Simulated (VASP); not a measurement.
# SrTiO3 (P4/mmm) in VASP: single point with PBE+U

Aim: the single point of SrTiO3 with PBE+U.

Program: VASP 6.6.1. These are calculated values, not measurements. Logs are shortened: lines on timing, memory, paths and dates and some standing lists are left out, and cuts for length are marked.

### Step 1. The cell of the first run

It takes space group P4/mmm (No. 123, tetragonal). The conventional cell has a = 4.125 Å, b = 4.125 Å, c = 3.841 Å, α = 90.00°, β = 90.00°, γ = 90.00°. Within 3.9 Å of Sr (site symmetry 4/mmm) lie 12 O at 2.82 to 2.92 Å and 8 Ti at 3.49 Å and 2 Sr at 3.84 Å. Within 2.5 Å of Ti (site symmetry 4/mmm) lie 6 O at 1.92 to 2.06 Å. O (site symmetry mmm) has 2 Ti at 2.06 Å within 2.7 Å. Within 2.5 Å of O (site symmetry 4/mmm) lie 2 Ti at 1.92 Å.

### Step 2. Single point, PBE+U (biaxial strain in the a-b plane: +4.5 %)

File INCAR:

```
SYSTEM = SrTiO3
  ALGO = Normal
  EDIFF = 1E-6
  ENCUT = 520
  GGA = PE
  ISIF = 2
  ISMEAR = 0
  LASPH = .TRUE.
  LCHARG = .FALSE.
  LDAU = .TRUE.
  LDAUJ = 0 0 0
  LDAUL = -1 2 -1
  LDAUPRINT = 1
  LDAUTYPE = 2
  LDAUU = 0 4 0
  LMAXMIX = 4
  LREAL = .FALSE.
  LWAVE = .FALSE.
  NBANDS = 28
  NELM = 150
  PREC = Accurate
  SIGMA = 0.02
```

File KPOINTS:

```
k-points
0
G
  8 8 8
  0 0 0
```

File POSCAR:

```
SrTiO3
1.0
    4.1247506611      0.0000000000      0.0000000000
    0.0000000000      4.1247506611      0.0000000000
    0.0000000000      0.0000000000      3.8405573141
Sr Ti O
1 1 3
Direct
    0.0000000000      0.0000000000      0.0000000000
    0.5000000000      0.5000000000      0.5000000000
    0.5000000000      0.0000000000      0.5000000000
    0.5000000000      0.5000000000      0.0000000000
    0.0000000000      0.5000000000      0.5000000000
```

Potentials or basis: VASP PAW PBE potentials, release 64 (Sr_sv, Ti_sv, O).

On the command line:

```bash
> cat potpaw_PBE.64/Sr_sv/POTCAR potpaw_PBE.64/Ti_sv/POTCAR potpaw_PBE.64/O/POTCAR > POTCAR
> mpirun -np 1 vasp_std > vasp.out
```

OUTCAR:

```text
SYSTEM = SrTiO3
   EDIFF = 1E-6
   ENCUT = 520
   GGA = PE
   ISIF = 2
   ISMEAR = 0
   LASPH = .TRUE.
   LREAL = .FALSE.
   NELM = 150
   PREC = Accurate

 ion  position               nearest neighbor table
   1  0.000  0.000  0.000-   3 2.82   5 2.82   3 2.82   5 2.82   5 2.82   5 2.82   3 2.82   3 2.82
                             4 2.92   4 2.92   4 2.92   4 2.92   2 3.49   2 3.49   2 3.49   2 3.49
   2  0.500  0.500  0.500-   4 1.92   4 1.92   5 2.06   3 2.06   3 2.06   5 2.06   1 3.49   1 3.49
                             1 3.49   1 3.49   1 3.49   1 3.49   1 3.49   1 3.49
   3  0.500  0.000  0.500-   2 2.06   2 2.06   1 2.82   1 2.82   1 2.82   1 2.82
   4  0.500  0.500  0.000-   2 1.92   2 1.92   1 2.92   1 2.92   1 2.92   1 2.92
   5  0.000  0.500  0.500-   2 2.06   2 2.06   1 2.82   1 2.82   1 2.82   1 2.82

  LATTYP: Found a simple tetragonal cell.
 ALAT       =     4.1247506611
 C/A-ratio  =     0.9311004785

  Lattice vectors:

 A1 = (   4.1247506611,   0.0000000000,   0.0000000000)
 A2 = (   0.0000000000,   4.1247506611,   0.0000000000)
 A3 = (   0.0000000000,   0.0000000000,   3.8405573141)

Analysis of symmetry for initial positions (statically):
=====================================================================
 Subroutine PRICEL returns:
 Original cell was already a primitive cell.

 Routine SETGRP: Setting up the symmetry group for a
 simple tetragonal supercell.

 Subroutine GETGRP returns: Found 16 space group operations
 (whereof 16 operations were pure point group operations)
 out of a pool of 16 trial point group operations.

The static configuration has the point symmetry D_4h.

Analysis of symmetry for dynamics (positions and initial velocities):
=====================================================================
 Subroutine PRICEL returns:
 Original cell was already a primitive cell.

 Routine SETGRP: Setting up the symmetry group for a
 simple tetragonal supercell.

 Subroutine GETGRP returns: Found 16 space group operations
 (whereof 16 operations were pure point group operations)
[... 162 lines left out ...]

spin component  2

  0.0892  0.0000 -0.0000  0.0000  0.0000
  0.0000  0.1067 -0.0000 -0.0000 -0.0000
 -0.0000 -0.0000  0.2593  0.0000  0.0000
  0.0000 -0.0000  0.0000  0.1067 -0.0000
  0.0000 -0.0000  0.0000 -0.0000  0.2143

 occupancies and eigenvectors

  o =  0.0892  v =  1.0000  0.0000  0.0000  0.0000  0.0000  0.0000  0.0000  0.0000  0.0000  0.0000      0.0000  0.0000  0.0000  0.0000  0.0000  0.0000  0.0000  0.0000  0.0000  0.0000
  o =  0.0892  v =  0.0000  0.0000  0.0000  0.0000  0.0000  1.0000  0.0000  0.0000  0.0000  0.0000      0.0000  0.0000  0.0000  0.0000  0.0000  0.0000  0.0000  0.0000  0.0000  0.0000
  o =  0.1067  v =  0.0000 -0.8172  0.0000 -0.5764 -0.0000  0.0000  0.0000  0.0000  0.0000  0.0000      0.0000  0.0000  0.0000  0.0000  0.0000  0.0000  0.0000  0.0000  0.0000  0.0000
  o =  0.1067  v =  0.0000  0.0000  0.0000  0.0000  0.0000  0.0000 -0.8172  0.0000 -0.5764 -0.0000      0.0000  0.0000  0.0000  0.0000  0.0000  0.0000  0.0000  0.0000  0.0000  0.0000
  o =  0.1067  v =  0.0000 -0.5764 -0.0000  0.8172 -0.0000  0.0000  0.0000  0.0000  0.0000  0.0000      0.0000  0.0000  0.0000  0.0000  0.0000  0.0000  0.0000  0.0000  0.0000  0.0000
  o =  0.1067  v =  0.0000  0.0000  0.0000  0.0000  0.0000  0.0000 -0.5764 -0.0000  0.8172 -0.0000      0.0000  0.0000  0.0000  0.0000  0.0000  0.0000  0.0000  0.0000  0.0000  0.0000
  o =  0.2143  v =  0.0000  0.0000  0.0000  0.0000  0.0000  0.0000  0.0000 -0.0000 -0.0000 -1.0000      0.0000  0.0000  0.0000  0.0000  0.0000  0.0000  0.0000  0.0000  0.0000  0.0000
  o =  0.2143  v =  0.0000  0.0000 -0.0000 -0.0000 -1.0000  0.0000  0.0000  0.0000  0.0000  0.0000      0.0000  0.0000  0.0000  0.0000  0.0000  0.0000  0.0000  0.0000  0.0000  0.0000
  o =  0.2593  v =  0.0000  0.0000  0.0000  0.0000  0.0000  0.0000 -0.0000 -1.0000 -0.0000  0.0000      0.0000  0.0000  0.0000  0.0000  0.0000  0.0000  0.0000  0.0000  0.0000  0.0000
  o =  0.2593  v =  0.0000 -0.0000 -1.0000 -0.0000  0.0000  0.0000  0.0000  0.0000  0.0000  0.0000      0.0000  0.0000  0.0000  0.0000  0.0000  0.0000  0.0000  0.0000  0.0000  0.0000

 number of electron      40.0000026 magnetization

 Free energy of the ion-electron system (eV)
  ---------------------------------------------------
  ext. energy  EPLUGINS =         0.00000000
  ---------------------------------------------------
  free energy    TOTEN  =       -37.21875684 eV

  energy without entropy =      -37.21875684  energy(sigma->0) =      -37.21875684

 E-fermi :   3.8700     XC(G=0): -10.7954

 val. band max:        3.5821415118   @ k =   0.5000   0.5000   0.5000
 cond. band min:       5.6902915652   @ k =   0.0000   0.0000   0.0000
 fundamental gap:      2.1081500534
 Fermi energy:         3.8699886537

 k-point     1 :       0.0000    0.0000    0.0000
  band No.  band energies     occupation
      1     -54.3418      2.00000
      2     -30.5010      2.00000
      3     -30.4887      2.00000
      4     -30.4887      2.00000
      5     -29.5138      2.00000
      6     -13.7001      2.00000
[... 733 lines left out ...]
     27      10.8465      0.00000
     28      11.7700      0.00000

 [... further k-points ...]

------------------------ aborting loop because EDIFF is reached ----------------------------------------

  FORCE on cell =-STRESS in cart. coord.  units (eV):
  Direction    XX          YY          ZZ          XY          YZ          ZX
  --------------------------------------------------------------------------------------
  -------------------------------------------------------------------------------------
  Total       -4.2696729     -4.2696729      1.7328260      0.0000000     -0.0000000      0.0000000
  in kB     -104.6924913   -104.6924913     42.4889384      0.0000000     -0.0000000      0.0000000
  external PRESSURE =     -55.6320147 kB  Pullay stress =       0.0000000 kB

 VOLUME and BASIS-vectors are now :
 -----------------------------------------------------------------------------
  energy-cutoff  :      520.00
  volume of cell :       65.34
      direct lattice vectors                 reciprocal lattice vectors
     4.124750661  0.000000000  0.000000000     0.242438897  0.000000000  0.000000000
     0.000000000  4.124750661  0.000000000     0.000000000  0.242438897  0.000000000
     0.000000000  0.000000000  3.840557314     0.000000000  0.000000000  0.260378877

 POSITION                                       TOTAL-FORCE (eV/Angst)
 -----------------------------------------------------------------------------------
      0.00000      0.00000      0.00000         0.000000      0.000000      0.000000
      2.06238      2.06238      1.92028         0.000000      0.000000      0.000000
      2.06238      0.00000      1.92028         0.000000      0.000000      0.000000
      2.06238      2.06238      0.00000         0.000000      0.000000      0.000000
      0.00000      2.06238      1.92028         0.000000      0.000000      0.000000
 -----------------------------------------------------------------------------------
    total drift:                                0.000000     -0.000000     -0.000000

  FREE ENERGIE OF THE ION-ELECTRON SYSTEM (eV)
  ---------------------------------------------------
  free  energy   TOTEN  =       -37.2187568352 eV

  energy  without entropy=      -37.2187568352  energy(sigma->0) =      -37.21875684
```

OSZICAR:

```text
N       E                     dE             d eps       ncg     rms          rms(c)
DAV:   1     0.429731478455E+03    0.42973E+03   -0.21396E+04  4200   0.156E+03
DAV:   2    -0.473984412001E+01   -0.43447E+03   -0.41660E+03  4928   0.432E+02
DAV:   3    -0.467459381880E+02   -0.42006E+02   -0.41711E+02  5816   0.132E+02
DAV:   4    -0.488292246694E+02   -0.20833E+01   -0.20782E+01  6508   0.250E+01
DAV:   5    -0.488926605428E+02   -0.63436E-01   -0.63423E-01  5904   0.346E+00    0.245E+01
DAV:   6    -0.370622692135E+02    0.11830E+02   -0.58039E+01  6324   0.627E+01    0.127E+01
DAV:   7    -0.372599759413E+02   -0.19771E+00   -0.70511E+00  5400   0.157E+01    0.919E+00
DAV:   8    -0.373112783540E+02   -0.51302E-01   -0.19150E+00  5180   0.124E+01    0.292E+00
DAV:   9    -0.372320556192E+02    0.79223E-01   -0.34778E-01  5224   0.556E+00    0.119E+00
DAV:  10    -0.372289140193E+02    0.31416E-02   -0.13138E-01  4844   0.211E+00    0.902E-01
DAV:  11    -0.372187838412E+02    0.10130E-01   -0.41274E-02  5508   0.195E+00    0.194E-01
DAV:  12    -0.372187176634E+02    0.66178E-04   -0.23751E-03  4996   0.389E-01    0.780E-02
DAV:  13    -0.372187648371E+02   -0.47174E-04   -0.20240E-04  5400   0.102E-01    0.730E-02
DAV:  14    -0.372187573921E+02    0.74450E-05   -0.16131E-04  5244   0.970E-02    0.175E-02
DAV:  15    -0.372187569326E+02    0.45953E-06   -0.11448E-05  5604   0.228E-02    0.106E-02
DAV:  16    -0.372187568352E+02    0.97302E-07   -0.20024E-06  3700   0.886E-03
   1 F= -.37218757E+02 E0= -.37218757E+02  d E =-.483594E-94
```

stdout:

```text
POSCAR found type information on POSCAR SrTiO
 POSCAR found :  3 types and       5 ions
 scaLAPACK will be used
 LDA part: xc-table for (Slater+PW92), standard interpolation
 POSCAR, INCAR and KPOINTS ok, starting setup
 FFT: planning ... GRIDC
 FFT: planning ... GRID_SOFT
 FFT: planning ... GRID
 WAVECAR not read
 entering main loop
```

It took 74 s on 1 thread of AMD EPYC 9R45 (Zen 5), shared host; peak memory 0.25 GiB.

What came out:

```
Free energy            : -37.2188 eV
Pressure               : -5.6 GPa
Band gap on the k mesh : 2.11 eV (least direct gap 2.54 eV)
```

Eigenvalues of the final occupation matrices:
| site | spin | trace | eigenvalues |
| --- | --- | --- | --- |
| site 2 d | 1 | 0.78 | 0.09 0.11 0.11 0.21 0.26 |
| site 2 d | 2 | 0.78 | 0.09 0.11 0.11 0.21 0.26 |

Caveat: the cell differs from its parent crystal (biaxial strain in the a-b plane: +4.5 %); the stress differs along the axes, from -10 to 4 GPa. A k mesh can miss the band edges.
